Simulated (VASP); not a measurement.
**Hg3W: single point with PBE**

Crystal: Hg3W.

```
Hg W
1.0
    -2.87494    2.87494    2.87494
     2.87494   -2.87494    2.87494
     2.87494    2.87494   -2.87494
Hg W
3 1
Direct
  0.00000 0.50000 0.50000
  0.50000 0.00000 0.50000
  0.50000 0.50000 0.00000
  0.00000 0.00000 0.00000
```

The cell was generated, and may not be a known phase.

| Item | Value |
| --- | --- |
| Program | VASP 6.6.1 |
| Task | single point |
| Functional | PBE |
| Potentials or basis | VASP PAW PBE potentials, release 64 (Hg, W_sv) |
| Cutoff | 520 eV |
| k mesh | 12 × 12 × 12 |
| Occupations | gaussian, width 0.1 eV |
| Spin | no spin polarisation |

```
Pressure               : 0.6 GPa
Band gap on the k mesh : zero (bands 25 and 26 overlap by 0.35 eV)
```

Levels at points of the mesh, in eV from the Fermi level:
| k point | band 22 | band 23 | band 24 | band 25 | band 26 | band 27 | band 28 | band 29 |
| --- | --- | --- | --- | --- | --- | --- | --- | --- |
| (0.00, 0.00, 0.00) | -0.88 | 0.16 | 0.16 | 0.16 | 1.51 | 1.51 | 1.51 | 2.43 |
| (0.50, 0.00, 0.00) | -1.94 | -1.12 | -1.10 | -0.89 | -0.16 | 0.20 | 1.90 | 2.96 |
| (0.50, 0.50, 0.50) | -1.81 | -1.81 | -1.81 | -0.94 | 0.42 | 0.42 | 0.42 | 2.65 |

Wall time 2.6 min on 1 thread of AMD EPYC 9R45 96-Core Processor (Zen 5), with other jobs on the host, peak memory 0.34 GiB.

Caveat: spin-orbit coupling is left out, which moves the levels of the heavy elements.
